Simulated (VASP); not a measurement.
# Ni (Im-3m) in VASP: further runs

Ni is run at these levels: PBE; tasks: single point.

Program: VASP 6.6.1. These are calculated values, not measurements. Logs are shortened: lines on timing, memory, paths and dates and some standing lists are left out, and cuts for length are marked.

## Step 1: The cell of the first run

The structure is cubic, space group Im-3m (No. 229). Conventional cell: a = 2.684 Å, b = 2.684 Å, c = 2.684 Å, α = 90.00°, β = 90.00°, γ = 90.00°. Within 3.1 Å of Ni (site symmetry m-3m) lie 14 Ni at 2.32 to 2.68 Å.

This isn't the form of Ni at room conditions, which is fcc.

## Step 2: Single point, PBE, collinear spin, ferromagnetic start (9.66 Å³/atom)

Contents of INCAR:

```
SYSTEM = Ni
  PREC = Accurate
  ENCUT = 520
  EDIFF = 1E-6
  ISMEAR = 0
  SIGMA = 0.1
  LREAL = .False.
  LASPH = .True.
  NELM = 150
  ALGO = Fast
  ISIF = 2
  LWAVE = .False.
  LCHARG = .True.
  ISPIN = 2
  MAGMOM = 0.64
  LORBIT = 11
  LMAXMIX = 4
  GGA = PE
  LELF = .True.
  LVHAR = .True.
  NBANDS = 15
```

Contents of KPOINTS:

```
Automatic mesh
0
Gamma
  22 22 22
  0 0 0
```

Contents of POSCAR:

```
Ni
1.0
   -1.3418273698      1.3418273698      1.3418273698
    1.3418273698     -1.3418273698      1.3418273698
    1.3418273698      1.3418273698     -1.3418273698
Ni
1
Direct
    0.0000000000      0.0000000000      0.0000000000
```

Potentials or basis: VASP PAW PBE potentials, release 64 (Ni).

Launch:

```console
$ cat potpaw_PBE.64/Ni/POTCAR > POTCAR
$ mpirun -np 1 vasp_std > vasp.out
```

OUTCAR:

```text
SYSTEM = Ni
   PREC = Accurate
   ENCUT = 520
   EDIFF = 1E-6
   ISMEAR = 0
   LREAL = .False.
   LASPH = .True.
   NELM = 150
   ISIF = 2
   ISPIN = 2
   LORBIT = 11
   GGA = PE

 ion  position               nearest neighbor table
   1  0.000  0.000  0.000-

  LATTYP: Found a body centered cubic cell.
 ALAT       =     2.6836547396

  Lattice vectors:

 A1 = (  -1.3418273698,   1.3418273698,   1.3418273698)
 A2 = (   1.3418273698,  -1.3418273698,   1.3418273698)
 A3 = (   1.3418273698,   1.3418273698,  -1.3418273698)

Analysis of symmetry for initial positions (statically):
=====================================================================
 Subroutine PRICEL returns:
 Original cell was already a primitive cell.

 Routine SETGRP: Setting up the symmetry group for a
 body centered cubic supercell.

 Subroutine GETGRP returns: Found 48 space group operations
 (whereof 48 operations were pure point group operations)
 out of a pool of 48 trial point group operations.

The static configuration has the point symmetry O_h .

Analysis of symmetry for dynamics (positions and initial velocities):
=====================================================================
 Subroutine PRICEL returns:
 Original cell was already a primitive cell.

 Routine SETGRP: Setting up the symmetry group for a
 body centered cubic supercell.

 Subroutine GETGRP returns: Found 48 space group operations
 (whereof 48 operations were pure point group operations)
 out of a pool of 48 trial point group operations.

The dynamic configuration has the point symmetry O_h .

Analysis of structural, dynamic, and magnetic symmetry:
=====================================================================
 Subroutine PRICEL returns:
 Original cell was already a primitive cell.

 Routine SETGRP: Setting up the symmetry group for a
 body centered cubic supercell.

 Subroutine GETGRP returns: Found 48 space group operations
 (whereof 48 operations were pure point group operations)
 out of a pool of 48 trial point group operations.

The overall configuration has the point symmetry O_h .

 Subroutine INISYM returns: Found 48 space group operations
 (whereof 48 operations are pure point group operations),
 and found     1 'primitive' translations

----------------------------------------------------------------------------------------

                                     Primitive cell

  volume of cell :       9.6638

  direct lattice vectors                    reciprocal lattice vectors
    -1.341827370  1.341827370  1.341827370     0.000000000  0.372626175  0.372626175
     1.341827370 -1.341827370  1.341827370     0.372626175  0.000000000  0.372626175
     1.341827370  1.341827370 -1.341827370     0.372626175  0.372626175  0.000000000

  length of vectors
     2.324113179  2.324113179  2.324113179     0.526972990  0.526972990  0.526972990

  position of ions in fractional coordinates (direct lattice)
     0.000000000  0.000000000  0.000000000

  ion indices of the primitive-cell ions
   primitive index   ion index
                 1           1

----------------------------------------------------------------------------------------

 KPOINTS: Automatic mesh

Automatic generation of k-mesh.
 Grid dimensions read from file:
 generate k-points for:   22   22   22

 Generating k-lattice:

  Cartesian coordinates                     Fractional coordinates (reciprocal lattice)
     0.000000000  0.016937553  0.016937553     0.045454545  0.000000000  0.000000000
     0.016937553  0.000000000  0.016937553     0.000000000  0.045454545  0.000000000
     0.016937553  0.016937553  0.000000000     0.000000000  0.000000000  0.045454545

  Length of vectors
     0.023953318  0.023953318  0.023953318

  Shift w.r.t. Gamma in fractional coordinates (k-lattice)
     0.000000000  0.000000000  0.000000000

 Subroutine IBZKPT returns following result:
 ===========================================

 Found    328 irreducible k-points:

 Following reciprocal coordinates:
            Coordinates               Weight
  0.000000  0.000000  0.000000      1.000000
  0.045455  0.000000  0.000000     12.000000
  0.090909  0.000000  0.000000     12.000000
  0.136364  0.000000  0.000000     12.000000
  0.181818  0.000000  0.000000     12.000000
  0.227273  0.000000  0.000000     12.000000
[... 16 lines left out ...]
  0.090909  0.090909  0.000000     24.000000
  0.136364  0.090909  0.000000     48.000000
 [... further k-points ...]
   k-points           NKPTS =    328   k-points in BZ     NKDIM =    328   number of bands    NBANDS=     15
   number of dos      NEDOS =    301   number of ions     NIONS =      1
   total plane-waves  NPLWV =   5832
   dimension x,y,z NGX =    18 NGY =   18 NGZ =   18
   dimension x,y,z NGXF=    36 NGYF=   36 NGZF=   36
   ions per type =               1
   NGX,Y,Z   is equivalent  to a cutoff of  12.88, 12.88, 12.88 a.u.
   NGXF,Y,Z  is equivalent  to a cutoff of  25.75, 25.75, 25.75 a.u.
 SYSTEM =  Ni
   PREC   = accura    normal or accurate (medium, high low for compatibility)
   ISTART =      0    job   : 0-new  1-cont  2-samecut
   ICHARG =      2    charge: 1-file 2-atom 10-const
   ISPIN  =      2    spin polarized calculation?
   LNONCOLLINEAR =      F non collinear calculations
   LSORBIT =      F    spin-orbit coupling
   LASPH  =      T    aspherical Exc in radial PAW
   ENCUT  =  520.0 eV  38.22 Ry    6.18 a.u.   4.32  4.32  4.32*2*pi/ulx,y,z
   NELM   =    150;   NELMIN=  2; NELMDL= -5     # of ELM steps
   EDIFF  = 0.1E-05   stopping-criterion for ELM
   LREAL  =      F    real-space projection
   EDIFFG = 0.1E-04   stopping-criterion for IOM
   NSW    =      0    number of steps for IOM
   IBRION =     -1    ionic relax: 0-MD 1-quasi-New 2-CG
   NFREE  =      0    steps in history (QN), initial steepest desc. (CG)
   ISIF   =      2    stress and relaxation
   ISYM   =      2    0-nonsym 1-usesym 2-fastsym
   POTIM  = 0.5000    time-step for ionic-motion
   TEBEG  =    0.0;   TEEND  =   0.0 temperature during run
   PSTRESS=    0.0 pullay stress
   NELECT =      10.0000    total number of electrons
   NUPDOWN=      -1.0000    fix difference up-down
   EMIN   =  10.00;   EMAX   =-10.00  energy-range for DOS
   EFERMI =   0.00;   METHOD = LEGACY
   ISMEAR =     0;   SIGMA  =   0.10  broadening in eV -4-tet -1-fermi 0-gaus
   EFERMI_NEDOS =   21; number of points for ismear=-14 and -15
   IALGO  =     68    algorithm
   IMIX   =      4    mixing-type and parameters
     AMIX     =   0.40;   BMIX     =  1.00
     AMIX_MAG =   1.60;   BMIX_MAG =  1.00
  volume/ion in A,a.u.               =       9.66        65.21
  Fermi-wavevector in a.u.,A,eV,Ry     =   1.655865  3.129131 37.305651  2.741888
  Thomas-Fermi vector in A             =   2.743888
   LORBIT       =     11    0 simple, 1 ext, 2 COOP (PROOUT), +10 PAW based schemes
   GGA     = PE    functional components
   LHFCALC =     F    Hartree Fock is set to
   AEXX    =    0.0000 exact exchange contribution
   IVDW    =     0    specifies the selected vdW correction
   LEPSILON=     F    determine dielectric tensor
   LRPA    =     F    only Hartree local field effects (RPA)
 spin polarized calculation
 RMM-DIIS sequential band-by-band and
 Gauss-broadening in eV      SIGMA  =   0.10
  energy-cutoff  :      520.00
  volume of cell :        9.66
 maximum number of plane-waves:       270
 NGX is ok and might be reduce to    18
   NGX =  9   NGY =  9   NGZ =  9

 number of electron      10.0000000 magnetization       0.6400000

 number of electron       9.9999997 magnetization       0.4307804

 Free energy of the ion-electron system (eV)
  ---------------------------------------------------
  ext. energy  EPLUGINS =         0.00000000
  ---------------------------------------------------
  free energy    TOTEN  =        -5.26209843 eV

  energy without entropy =       -5.25518677  energy(sigma->0) =       -5.25864260

 E-fermi :  10.9915     XC(G=0): -13.9648

 val. band max:       10.9908960797   @ k =  -0.3636   0.3636   0.3182
 cond. band min:      10.9956790923   @ k =  -0.3182  -0.4545   0.0909
 fundamental gap:      0.0047830127
 Fermi energy:        10.9914939776

 spin component 1

 k-point     1 :       0.0000    0.0000    0.0000
  band No.  band energies     occupation
      1       1.2915      1.00000
      2       8.4740      1.00000
      3       8.4740      1.00000
      4       8.4740      1.00000
      5      10.1259      1.00000
      6      10.1259      1.00000
      7      38.7070      0.00000
      8      38.7070      0.00000
      9      38.7070      0.00000
     10      44.4815      0.00000
     11      44.4815      0.00000
     12      46.7171      0.00000
     13      46.7171      0.00000
     14      46.7171      0.00000
[... 401 lines left out ...]
      2       8.1439      1.00000
      3       8.2643      1.00000
      4       9.3474      1.00000
      5       9.8219      1.00000
      6      10.2060      1.00000
      7      31.7562      0.00000
      8      33.6679      0.00000
      9      37.8896      0.00000
     10      39.0091      0.00000
     11      42.9069      0.00000
     12      44.3124      0.00000
     13      48.9920      0.00000
     14      49.2375      0.00000
     15      54.1467      0.00000

 [... further k-points ...]

 spin component 2

 k-point     1 :       0.0000    0.0000    0.0000
  band No.  band energies     occupation
      1       1.2901      1.00000
      2       9.0083      1.00000
      3       9.0083      1.00000
      4       9.0083      1.00000
      5      10.4844      1.00000
      6      10.4844      1.00000
      7      38.6447      0.00000
      8      38.6447      0.00000
      9      38.6447      0.00000
     10      44.4289      0.00000
     11      44.4289      0.00000
     12      46.8638      0.00000
     13      46.8638      0.00000
     14      46.8638      0.00000
[... 401 lines left out ...]
      2       8.6552      1.00000
      3       8.7588      1.00000
      4       9.8987      1.00000
      5      10.1891      1.00000
      6      10.5706      1.00000
      7      31.8058      0.00000
      8      33.7085      0.00000
      9      37.9936      0.00000
     10      38.9975      0.00000
     11      42.9333      0.00000
     12      44.3877      0.00000
     13      49.0815      0.00000
     14      49.2376      0.00000
     15      54.2882      0.00000

 [... further k-points ...]

------------------------ aborting loop because EDIFF is reached ----------------------------------------

  FORCE on cell =-STRESS in cart. coord.  units (eV):
  Direction    XX          YY          ZZ          XY          YZ          ZX
  --------------------------------------------------------------------------------------
  -------------------------------------------------------------------------------------
  Total        1.9911656      1.9911656      1.9911656     -0.0000000      0.0000000     -0.0000000
  in kB      330.1171028    330.1171028    330.1171028     -0.0000000      0.0000000     -0.0000000
  external PRESSURE =     330.1171028 kB  Pullay stress =       0.0000000 kB

 VOLUME and BASIS-vectors are now :
 -----------------------------------------------------------------------------
  energy-cutoff  :      520.00
  volume of cell :        9.66
      direct lattice vectors                 reciprocal lattice vectors
    -1.341827370  1.341827370  1.341827370     0.000000000  0.372626175  0.372626175
     1.341827370 -1.341827370  1.341827370     0.372626175  0.000000000  0.372626175
     1.341827370  1.341827370 -1.341827370     0.372626175  0.372626175  0.000000000

 POSITION                                       TOTAL-FORCE (eV/Angst)
 -----------------------------------------------------------------------------------
      0.00000      0.00000      0.00000         0.000000      0.000000     -0.000000
 -----------------------------------------------------------------------------------
    total drift:                                0.000000      0.000000      0.000000

  FREE ENERGIE OF THE ION-ELECTRON SYSTEM (eV)
  ---------------------------------------------------
  free  energy   TOTEN  =        -5.2620984295 eV

  energy  without entropy=       -5.2551867731  energy(sigma->0) =       -5.25864260

 total charge

# of ion       s       p       d       tot
------------------------------------------
    1        0.545   0.602   8.404   9.551

 magnetization (x)

# of ion       s       p       d       tot
------------------------------------------
    1       -0.004  -0.013   0.447   0.430
```

It took 56 s on 1 thread of Intel Xeon 6975P-C (Granite Rapids), shared host; peak memory 0.18 GiB.

What came out:

```yaml
Free_energy: -5.2621 eV
Pressure: 33.0 GPa
Net_moment: 0.43 μB per cell
Site_moments: Ni +0.43 μB
Valence_electrons_inside_the_program's_atomic_spheres: Ni 9.55
```

Levels at points of the mesh, in eV from the Fermi level:
Spin up:
```
           k point  band 3  band 4  band 5  band 6  band 7  band 8
(0.00, 0.00, 0.00)   -2.52   -2.52   -0.87   -0.87   27.72   27.72
(0.50, 0.00, 0.00)   -0.94   -0.67    0.15    0.17    7.52   20.21
(0.50, 0.50, 0.50)   -0.10   -0.10   -0.10   10.59   10.59   10.59
```
Spin down:
| k point | band 2 | band 3 | band 4 | band 5 | band 6 | band 7 | band 8 | band 9 |
| --- | --- | --- | --- | --- | --- | --- | --- | --- |
| (0.00, 0.00, 0.00) | -1.98 | -1.98 | -1.98 | -0.51 | -0.51 | 27.65 | 27.65 | 27.65 |
| (0.50, 0.00, 0.00) | -3.14 | -0.52 | -0.30 | 0.14 | 0.78 | 7.80 | 20.17 | 22.02 |
| (0.50, 0.50, 0.50) | -4.61 | 0.51 | 0.51 | 0.51 | 10.63 | 10.63 | 10.63 | 17.03 |

Caveat: the cell stands under pressure.

## Step 3: Single point, PBE, collinear spin, ferromagnetic start (9.99 Å³/atom)

This run uses another cell than the first one, of 9.99 Å³/atom.

Contents of INCAR:

```
SYSTEM = Ni
ALGO = Normal
EDIFF = 1E-7
ENCUT = 520
GGA = PE
ISIF = 2
ISMEAR = 0
ISPIN = 2
LASPH = .TRUE.
LCHARG = .FALSE.
LMAXMIX = 4
LORBIT = 11
LREAL = .FALSE.
LWAVE = .FALSE.
MAGMOM = 0.64
NBANDS = 15
NELM = 150
PREC = Accurate
SIGMA = 0.1
```

Contents of KPOINTS:

```
k-points
0
G
  22 22 22
  0 0 0
```

Contents of POSCAR:

```
Ni
1.0
   -1.3569053439      1.3569053439      1.3569053439
    1.3569053439     -1.3569053439      1.3569053439
    1.3569053439      1.3569053439     -1.3569053439
Ni
1
Direct
    0.0000000000      0.0000000000      0.0000000000
```

Potentials or basis: VASP PAW PBE potentials, release 64 (Ni).

Launch:

```console
$ cat potpaw_PBE.64/Ni/POTCAR > POTCAR
$ mpirun -np 1 vasp_std > vasp.out
```

It took 59 s on 1 thread of Intel Xeon 6975P-C (Granite Rapids), shared host; peak memory 0.18 GiB.

It converged, with:

```yaml
Free_energy: -5.3182 eV
Pressure: 22.2 GPa
Net_moment: 0.48 μB per cell
Site_moments: Ni +0.48 μB
Valence_electrons_inside_the_program's_atomic_spheres: Ni 9.48
```

Levels at points of the mesh, in eV from the Fermi level:
Spin up:
```tsv
k point	band 2	band 3	band 4	band 5	band 6	band 7	band 8	band 9
(0.00, 0.00, 0.00)	-2.45	-2.45	-2.45	-0.87	-0.87	27.37	27.37	27.37
(0.50, 0.00, 0.00)	-3.50	-0.94	-0.68	0.10	0.19	7.21	19.91	21.38
(0.50, 0.50, 0.50)	-4.64	-0.15	-0.15	-0.15	10.36	10.36	10.36	16.57
```
Spin down:
```tsv
k point	band 3	band 4	band 5	band 6	band 7	band 8
(0.00, 0.00, 0.00)	-1.86	-1.86	-0.46	-0.46	27.29	27.29
(0.50, 0.00, 0.00)	-0.47	-0.27	0.17	0.78	7.52	19.85
(0.50, 0.50, 0.50)	0.51	0.51	0.51	10.40	10.40	10.40
```

Caveat: the cell stands under pressure.

(Continued in part 2 of 2.)
